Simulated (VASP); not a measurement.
# Al3N in VASP: a series of runs, part 2 of 2

VASP 6.6.1. Earlier steps stand in the parts before.

## 3. Single point, r2SCAN

File POSCAR:

```
Al3N
1.0
    2.8227735241      0.0000000000      0.0000000000
    0.0000000000      2.8227735241      0.0000000000
    0.0000000000      0.0000000000     19.6006973085
Al N
3 1
Direct
    0.5000000000      0.5000000000      0.2040743723
    0.0000000000      0.0000000000      0.3086652017
    0.5000000000      0.5000000000      0.4132861796
    0.6666666667      0.6666666667      0.4973379223
```

File INCAR.step1:

```
SYSTEM = Al3N
ALGO = Normal
DIPOL = 0.5 0.5 0.356
EDIFF = 1E-4
ENCUT = 520
GGA = PE
IDIPOL = 3
ISMEAR = 0
LASPH = .TRUE.
LCHARG = .FALSE.
LDIPOL = .TRUE.
LREAL = .FALSE.
LWAVE = .TRUE.
NBANDS = 15
NELM = 80
PREC = Accurate
SIGMA = 0.1
```

File INCAR.step2:

```
SYSTEM = Al3N
ALGO = Normal
DIPOL = 0.5 0.5 0.356
EDIFF = 1E-7
ENCUT = 520
IDIPOL = 3
ISIF = 2
ISMEAR = 0
ISTART = 1
LASPH = .TRUE.
LCHARG = .TRUE.
LDIPOL = .TRUE.
LELF = .TRUE.
LMIXTAU = .TRUE.
LREAL = .FALSE.
LVACPOTAV = .TRUE.
LVHAR = .TRUE.
LWAVE = .FALSE.
METAGGA = R2SCAN
NBANDS = 15
NELM = 80
PREC = Accurate
SIGMA = 0.1
```

File KPOINTS:

```
k-points
0
G
  9 9 1
  0 0 0
```

Potentials or basis: VASP PAW PBE potentials, release 64 (Al, N).

On the command line:

```
cat potpaw_PBE.64/Al/POTCAR potpaw_PBE.64/N/POTCAR > POTCAR
cp INCAR.step1 INCAR
mpirun -np 1 vasp_std > vasp.out
cp INCAR.step2 INCAR
mpirun -np 1 vasp_std > vasp.out
```

OUTCAR:

```text
SYSTEM = Al3N
   EDIFF = 1E-7
   ENCUT = 520
   ISIF = 2
   ISMEAR = 0
   ISTART = 1
   LASPH = .TRUE.
   LREAL = .FALSE.
   METAGGA = R2SCAN
   NELM = 80
   PREC = Accurate

 ion  position               nearest neighbor table
   1  0.500  0.500  0.204-   2 2.86   2 2.86   2 2.86   2 2.86
   2  0.000  0.000  0.309-   1 2.86   1 2.86   1 2.86   1 2.86   3 2.86   3 2.86   3 2.86   3 2.86

   3  0.500  0.500  0.413-   4 1.78   2 2.86   2 2.86   2 2.86   2 2.86
   4  0.667  0.667  0.497-   3 1.78

  LATTYP: Found a simple tetragonal cell.
 ALAT       =     2.8227735241
 C/A-ratio  =     6.9437725489

  Lattice vectors:

 A1 = (   2.8227735241,   0.0000000000,   0.0000000000)
 A2 = (   0.0000000000,   2.8227735241,   0.0000000000)
 A3 = (   0.0000000000,   0.0000000000,  19.6006973085)

Analysis of symmetry for initial positions (statically):
=====================================================================
 Subroutine PRICEL returns:
 Original cell was already a primitive cell.

 Routine SETGRP: Setting up the symmetry group for a
 simple tetragonal supercell.

 Subroutine GETGRP returns: Found  2 space group operations
 (whereof  2 operations were pure point group operations)
 out of a pool of 16 trial point group operations.

The static configuration has the point symmetry C_1h.

Analysis of symmetry for dynamics (positions and initial velocities):
=====================================================================
 Subroutine PRICEL returns:
 Original cell was already a primitive cell.

 Routine SETGRP: Setting up the symmetry group for a
 simple tetragonal supercell.

 Subroutine GETGRP returns: Found  2 space group operations
 (whereof  2 operations were pure point group operations)
 out of a pool of 16 trial point group operations.

The dynamic configuration has the point symmetry C_1h.

 Subroutine INISYM returns: Found  2 space group operations
 (whereof  2 operations are pure point group operations),
 and found     1 'primitive' translations

----------------------------------------------------------------------------------------

                                     Primitive cell

  volume of cell :     156.1793

  direct lattice vectors                    reciprocal lattice vectors
     2.822773524  0.000000000  0.000000000     0.354261506  0.000000000  0.000000000
     0.000000000  2.822773524  0.000000000     0.000000000  0.354261506  0.000000000
     0.000000000  0.000000000 19.600697308     0.000000000  0.000000000  0.051018593

  length of vectors
     2.822773524  2.822773524 19.600697308     0.354261506  0.354261506  0.051018593

  position of ions in fractional coordinates (direct lattice)
     0.500000000  0.500000000  0.204074372
     0.000000000  0.000000000  0.308665202
     0.500000000  0.500000000  0.413286180
     0.666666667  0.666666667  0.497337922

  ion indices of the primitive-cell ions
   primitive index   ion index
                 1           1
                 2           2
                 3           3
                 4           4

----------------------------------------------------------------------------------------

 KPOINTS: k-points
[... 54 lines left out ...]
   ions per type =               3   1
   NGX,Y,Z   is equivalent  to a cutoff of  14.13, 14.13, 12.72 a.u.
   NGXF,Y,Z  is equivalent  to a cutoff of  28.27, 28.27, 25.44 a.u.
 SYSTEM =  Al3N
   PREC   = accura    normal or accurate (medium, high low for compatibility)
   ISTART =      1    job   : 0-new  1-cont  2-samecut
   ICHARG =      0    charge: 1-file 2-atom 10-const
   ISPIN  =      1    spin polarized calculation?
   LNONCOLLINEAR =      F non collinear calculations
   LSORBIT =      F    spin-orbit coupling
   LASPH  =      T    aspherical Exc in radial PAW
   ENCUT  =  520.0 eV  38.22 Ry    6.18 a.u.   5.25  5.25 36.44*2*pi/ulx,y,z
   NELM   =     80;   NELMIN=  2; NELMDL=  0     # of ELM steps
   EDIFF  = 0.1E-06   stopping-criterion for ELM
   LREAL  =      F    real-space projection
   EDIFFG = 0.1E-05   stopping-criterion for IOM
   NSW    =      0    number of steps for IOM
   IBRION =     -1    ionic relax: 0-MD 1-quasi-New 2-CG
   NFREE  =      0    steps in history (QN), initial steepest desc. (CG)
   ISIF   =      2    stress and relaxation
   ISYM   =      2    0-nonsym 1-usesym 2-fastsym
   POTIM  = 0.5000    time-step for ionic-motion
   TEBEG  =    0.0;   TEEND  =   0.0 temperature during run
   PSTRESS=    0.0 pullay stress
   NELECT =      14.0000    total number of electrons
   NUPDOWN=      -1.0000    fix difference up-down
   EMIN   =  10.00;   EMAX   =-10.00  energy-range for DOS
   EFERMI =   0.00;   METHOD = LEGACY
   ISMEAR =     0;   SIGMA  =   0.10  broadening in eV -4-tet -1-fermi 0-gaus
   EFERMI_NEDOS =   21; number of points for ismear=-14 and -15
   IALGO  =     38    algorithm
   IMIX   =      4    mixing-type and parameters
     AMIX     =   0.40;   BMIX     =  1.00
     AMIX_MAG =   1.60;   BMIX_MAG =  1.00
  volume/ion in A,a.u.               =      39.04       263.49
  Fermi-wavevector in a.u.,A,eV,Ry     =   0.732672  1.384549  7.303721  0.536808
  Thomas-Fermi vector in A             =   1.825193
   LORBIT       =      0    0 simple, 1 ext, 2 COOP (PROOUT), +10 PAW based schemes
   METAGGA = R2SCAN    functional components
   LHFCALC =     F    Hartree Fock is set to
   AEXX    =    0.0000 exact exchange contribution
   IVDW    =     0    specifies the selected vdW correction
   LEPSILON=     F    determine dielectric tensor
   LRPA    =     F    only Hartree local field effects (RPA)
 non-spin polarized calculation
 Gauss-broadening in eV      SIGMA  =   0.10
  energy-cutoff  :      520.00
  volume of cell :      156.18
 maximum number of plane-waves:      4249
 NGX is ok and might be reduce to    24
   NGX = 11   NGY = 11   NGZ = 73

 number of electron      14.0000000 magnetization

 dipolmoment           0.000000      0.000000      0.195958 electrons x Angstroem

 Free energy of the ion-electron system (eV)
  ---------------------------------------------------
  ext. energy  EPLUGINS =         0.00000000
  ---------------------------------------------------
  free energy    TOTEN  =       -25.02276097 eV

  energy without entropy =      -25.01509260  energy(sigma->0) =      -25.01892679

 E-fermi :  -1.5028     XC(G=0):  -4.8705

 val. band max:       -1.6040652067   @ k =  -0.3333   0.4444   0.0000
 cond. band min:      -1.4663928533   @ k =  -0.1111   0.1111   0.0000
 fundamental gap:      0.1376723534
 Fermi energy:        -1.5027957313

 k-point     1 :       0.0000    0.0000    0.0000
  band No.  band energies     occupation
      1     -16.1353      2.00000
      2     -12.6019      2.00000
      3      -9.9245      2.00000
      4      -6.1259      2.00000
      5      -3.5930      2.00000
      6      -0.8278      0.00000
      7      -0.5869      0.00000
      8      -0.2526      0.00000
      9       2.5186      0.00000
     10       4.0511      0.00000
     11       4.8767      0.00000
     12       5.5023      0.00000
     13       5.5083      0.00000
     14       5.9541      0.00000
[... 401 lines left out ...]
      2      -5.2662      2.00000
      3      -4.2044      2.00000
      4      -3.8306      2.00000
      5      -3.3057      2.00000
      6      -2.9883      2.00000
      7      -2.2057      2.00000
      8      -1.6978      1.99419
      9      -0.9713      0.00000
     10      -0.6287      0.00000
     11       0.4125      0.00000
     12       1.6898      0.00000
     13       1.9940      0.00000
     14       2.6926      0.00000
     15       4.0548      0.00000

 [... further k-points ...]

------------------------ aborting loop because EDIFF is reached ----------------------------------------

  FORCE on cell =-STRESS in cart. coord.  units (eV):
  Direction    XX          YY          ZZ          XY          YZ          ZX
  --------------------------------------------------------------------------------------
  -------------------------------------------------------------------------------------
  Total       -2.8013410     -2.8013410      0.2898553      0.6548931      0.8979021      0.8979046
  in kB      -28.7377634    -28.7377634      2.9735021      6.7182694      9.2111952      9.2112211
  external PRESSURE =     -18.1673416 kB  Pullay stress =       0.0000000 kB

 VOLUME and BASIS-vectors are now :
 -----------------------------------------------------------------------------
  energy-cutoff  :      520.00
  volume of cell :      156.18
      direct lattice vectors                 reciprocal lattice vectors
     2.822773524  0.000000000  0.000000000     0.354261506  0.000000000  0.000000000
     0.000000000  2.822773524  0.000000000     0.000000000  0.354261506  0.000000000
     0.000000000  0.000000000 19.600697308     0.000000000  0.000000000  0.051018593

 POSITION                                       TOTAL-FORCE (eV/Angst)
 -----------------------------------------------------------------------------------
      1.41139      1.41139      4.00000         0.008934      0.008934     -0.125903
      0.00000      0.00000      6.05005         0.079678      0.079678      0.156491
      1.41139      1.41139      8.10070        -0.754720     -0.754720     -0.084792
      1.88185      1.88185      9.74817         0.666107      0.666107      0.054204
 -----------------------------------------------------------------------------------
    total drift:                               -0.000491     -0.000491     -0.000383

  FREE ENERGIE OF THE ION-ELECTRON SYSTEM (eV)
  ---------------------------------------------------
  free  energy   TOTEN  =       -25.0227609675 eV

  energy  without entropy=      -25.0150926032  energy(sigma->0) =      -25.01892679

 vacuum level on the upper side and lower side of the slab         7.246         2.795
```

Wall time 2.6 min (1 thread of Intel Xeon 6975P-C (Granite Rapids), shared host); peak memory 0.32 GiB.

Results:

| Property | Result |
| --- | --- |
| Free energy | -25.0228 eV |
| Largest force | 1.071 eV/Å |
| Band gap on the k mesh | zero (bands 7 and 8 overlap by 1.39 eV) |

Forces on the atoms (eV/Å):
```
Al   0.009  0.009 -0.126
Al   0.080  0.080  0.156
Al  -0.755 -0.755 -0.085
N    0.666  0.666  0.054
```

Caveat: the PAW data sets were made with another functional, which shifts forces and pressure a little.
